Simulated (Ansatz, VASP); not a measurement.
# PbO: VASP beside Ansatz

Contents of INCAR:

```
PREC = Accurate
ENCUT = 520
EDIFF = 1E-6
ISMEAR = 0
SIGMA = 0.05
LREAL = F
LASPH = T
NELM = 60
ALGO = Normal
ISIF = 2
LWAVE = F
LCHARG = T
GGA = PE
LELF = T
LVHAR = T
NBANDS = 28
```

Contents of KPOINTS:

```
regular mesh
0
Gamma
  8 8 6
```

File POSCAR:

```
PbO
1.0
    4.0340160000      0.0000000000      0.0000000000
    0.0000000000      4.0340160000      0.0000000000
    0.0000000000      0.0000000000      5.1726600000
Pb O
2 2
Direct
    0.0000000000      0.5000000000      0.2351000000
    0.5000000000      0.0000000000      0.7649000000
    0.0000000000      0.0000000000      0.0000000000
    0.5000000000      0.5000000000      0.0000000000
```

Input for Ansatz:

```yaml
crystal:
  lattice:
    - [4.034016, 0.0, 0.0]
    - [0.0, 4.034016, 0.0]
    - [0.0, 0.0, 5.17266]
  atoms:
    - { symbol: Pb, position: [0.0, 0.5, 0.2351] }
    - { symbol: Pb, position: [0.5, 0.0, 0.7649] }
    - { symbol: O, position: [0.0, 0.0, 0.0] }
    - { symbol: O, position: [0.5, 0.5, 0.0] }
basis:
  ecutwfc: 420
kpoints:
  mp_grid: { grid: [8, 8, 6] }
hamiltonian:
  xc: pbe
scf:
  occupations: { method: gaussian, width: 0.05 }
output:
  forces: true
  stress: true
  eigenvalues: true
```

Change from the starting cell: strain +0.015 along x and y, +0.030 along z, atoms carried along.

Alike in both runs: task single point; functional PBE; k mesh 8 × 8 × 6; occupations gaussian, width 0.05 eV; no spin polarisation.

```csv
,VASP,Ansatz
version,VASP 6.6.1,Ansatz 0.2.0
potentials or method,"VASP PAW PBE potentials, release 64 (Pb_d, O), cutoff 520 eV","scalar-relativistic, plane waves, PAW"
valence electrons in the cell,40,40
```

Ansatz gave:

- gap on the k mesh at the Fermi level (eV): 1.29
- least direct gap on the mesh (eV): 2.11
- pressure (GPa): 0.1
- traceless stress, the component that is largest in VASP (GPa): -0.52
- rms of the force components (eV/Å): 0.155

Task: What did VASP give for the same quantities?

Result: gap on the k mesh at the Fermi level (eV): 1.30; least direct gap on the mesh (eV): 2.11; pressure (GPa): 0.1; traceless stress, the component that is largest in VASP (GPa): -0.53; rms of the force components (eV/Å): 0.141.

Atom by atom the forces differ by 0.014 eV/Å (rms over components).

Neither program's run includes spin-orbit coupling.
